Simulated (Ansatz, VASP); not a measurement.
## Two plane-wave programs on MgS

File POSCAR:

```
MgS
1.0
    0.0000000000      2.6188799723      2.6188799723
    2.6188799723      0.0000000000      2.6188799723
    2.6188799723      2.6188799723      0.0000000000
S Mg
1 1
Direct
    0.5000000000      0.5000000000      0.5000000000
    0.0000000000      0.0000000000      0.0000000000
```

File INCAR.step1:

```
PREC     = Accurate       # precision mode
ENCUT    = 520            # plane-wave cutoff, eV
EDIFF    = 1E-5           # SCF threshold, eV
ISMEAR   = -1             # smearing method
SIGMA    = 0.05           # smearing width, eV
LREAL    = False          # projectors in reciprocal space
LASPH    = True           # aspherical terms in the spheres
NELM     = 80             # most SCF steps
ALGO     = Normal         # electronic algorithm
ISIF     = 2              # what is computed and relaxed
LWAVE    = True           # write WAVECAR
LCHARG   = False          # write CHGCAR
NBANDS   = 11             # bands
GGA      = PE             # functional
```

Contents of INCAR.step2:

```
PREC     = Accurate       # precision mode
ENCUT    = 520            # plane-wave cutoff, eV
EDIFF    = 1E-6           # SCF threshold, eV
ISMEAR   = -1             # smearing method
SIGMA    = 0.05           # smearing width, eV
LREAL    = False          # projectors in reciprocal space
LASPH    = True           # aspherical terms in the spheres
NELM     = 80             # most SCF steps
ALGO     = Normal         # electronic algorithm
ISIF     = 2              # what is computed and relaxed
LWAVE    = False          # write WAVECAR
LCHARG   = False          # write CHGCAR
GGA      = PE             # functional
LHFCALC  = True           # exact exchange
AEXX     = 0.25           # exact-exchange fraction
PRECFOCK = Normal       
NBANDS   = 11             # bands
ISTART   = 1
```

Contents of KPOINTS:

```
Automatic mesh
0
Gamma
  4 4 4
```

File input.yaml:

```yaml
crystal:
  lattice:
    - [0.0, 2.6188799723, 2.6188799723]
    - [2.6188799723, 0.0, 2.6188799723]
    - [2.6188799723, 2.6188799723, 0.0]
  atoms:
    - { symbol: S, position: [0.5, 0.5, 0.5] }
    - { symbol: Mg, position: [0.0, 0.0, 0.0] }
hamiltonian:
  xc: pbe0
  pseudopotentials: { kind: paw }
kpoints:
  mp_grid: { grid: [4, 4, 4] }
scf:
  occupations: { method: fermi_dirac, width: 0.05 }
output:
  forces: true
  stress: true
  eigenvalues: true
```

Alike in both runs: task single point; functional PBE0; k mesh 4 × 4 × 4; occupations fermi-dirac, width 0.05 eV; no spin polarisation.

|  | VASP | Ansatz |
| --- | --- | --- |
| version | VASP 6.6.1 | Ansatz 0.2.0 |
| potentials or method | VASP PAW PBE potentials, release 64 (S, Mg) | Ansatz PAW |
| plane-wave cutoff (eV) | 520 | 420 |
| valence electrons in the cell | 8 | 16 |

|  | VASP | Ansatz | Ansatz less VASP |
| --- | --- | --- | --- |
| gap on the k mesh at the Fermi level (eV) | 4.47 | 4.49 | +0.017 |
| least direct gap on the mesh (eV) | 5.40 | 5.39 | -0.008 |
| pressure (GPa) | -2.0 | -1.6 | +0.41 |

VASP's potentials hold 8 valence electrons a cell and Ansatz's 16, so a difference there can come from the potentials and not from the codes.

The k mesh is coarse, so the values compare programs but aren't converged.
